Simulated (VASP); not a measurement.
Write the native input for VASP 6.6.1 that does the following.

```yaml
Task: single point
Functional: PBE
Potentials_or_basis: VASP PAW PBE potentials, release 64 (Mo_sv)
Cutoff: 520 eV
k_mesh: 12 × 12 × 1
Occupations: fermi-dirac, width 0.08 eV
Spin: no spin polarisation
Dipole_correction: no
Further_INCAR_settings: ALGO = Normal; EDIFF = 1e-07; NBANDS = 36
```

The structure of Mo lies in POSCAR:

```
Mo
1.0
    3.1607300689      0.0000000000      0.0000000000
    0.0000000000      3.1607300689      0.0000000000
    0.0000000000      0.0000000000     20.7411000000
Mo
4
Direct
    0.2500000000      0.2500000000      0.3936508042
    0.7500000000      0.7500000000      0.4584867910
    0.2500000000      0.2500000000      0.5415132095
    0.7500000000      0.7500000000      0.6063491948
```

The input as run:

INCAR

```
PREC     = Accurate       # precision mode
ENCUT    = 520            # plane-wave cutoff, eV
EDIFF    = 1E-7           # SCF threshold, eV
ISMEAR   = -1             # smearing method
SIGMA    = 0.08           # smearing width, eV
LREAL    = F              # projectors in reciprocal space
LASPH    = T              # aspherical terms in the spheres
NELM     = 100            # most SCF steps
ALGO     = Normal         # electronic algorithm
ISIF     = 2              # what is computed and relaxed
LWAVE    = F              # write WAVECAR
LCHARG   = T              # write CHGCAR
GGA      = PE             # functional
LELF     = T              # ELF
LVHAR    = T            
NBANDS   = 36             # bands
```

KPOINTS

```
Automatic mesh
0
Gamma
  12 12 1
```

Potentials or basis: VASP PAW PBE potentials, release 64 (Mo_sv).

Run with:

```console
$ cat potpaw_PBE.64/Mo_sv/POTCAR > POTCAR
$ mpirun -np 1 vasp_std > vasp.out
```

Results of the run:

| Quantity | Value |
| --- | --- |
| Largest force | 0.041 eV/Å |
| Band gap on the k mesh | zero (bands 28 and 29 overlap by 1.71 eV) |

Caveat: there is no dipole correction, which matters where the two faces differ.

It took 3.7 min on 1 thread of Intel(R) Xeon(R) Platinum 8488C (Sapphire Rapids), on a shared host, peak memory 0.36 GiB.
